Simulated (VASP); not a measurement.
Input of a VASP 6.6.1 run:

File POSCAR:

```
Os
1.0
    4.2934071906      0.0000000000      0.0000000000
   -2.1467035953      3.7181996959      0.0000000000
    0.0000000000      0.0000000000      2.7071384117
Os
3
Direct
    0.0000000000      0.0000000000      0.0000000000
    0.3333333333      0.6666666667      0.5000000000
    0.6666666667      0.3333333333      0.5000000000
```

Contents of INCAR.step1:

```
ALGO = Normal ; EDIFF = 1E-4
ENCUT = 520 ; GGA = PE
ISMEAR = 0 ; LASPH = True
LCHARG = False ; LREAL = False
LWAVE = True ; NBANDS = 19
NELM = 80 ; PREC = Accurate
SIGMA = 0.1
```

File INCAR.step2:

```
ALGO = Normal ; EDIFF = 1E-7
ENCUT = 520 ; ISIF = 2
ISMEAR = 0 ; ISTART = 1
LASPH = True ; LCHARG = False
LMIXTAU = True ; LREAL = False
LWAVE = False ; METAGGA = R2SCAN
NBANDS = 19 ; NELM = 80
PREC = Accurate ; SIGMA = 0.1
```

KPOINTS

```
k-points
0
Gamma
  12 12 16
```

Potentials or basis: VASP PAW PBE potentials, release 64 (Os).

Command:

```bash
$ cat potpaw_PBE.64/Os/POTCAR > POTCAR
$ cp INCAR.step1 INCAR
$ mpirun -np 1 vasp_std > vasp.out
$ cp INCAR.step2 INCAR
$ mpirun -np 1 vasp_std > vasp.out
```

Problem. What does it give for the pressure?

Solution. 0.7 GPa.

Problem. Estimate the band gap on the k mesh.

Solution. Zero (band 12 reaches 10.49 eV, above the bottom of band 13 at 7.45 eV).

Stress tensor (GPa, compression positive):
```
0.67 0.00 0.00
0.00 0.67 0.00
0.00 0.00 0.85
```

Caveat: the PAW data sets were made with another functional, which shifts forces and pressure a little; spin-orbit coupling is left out, which moves the levels of the heavy elements.
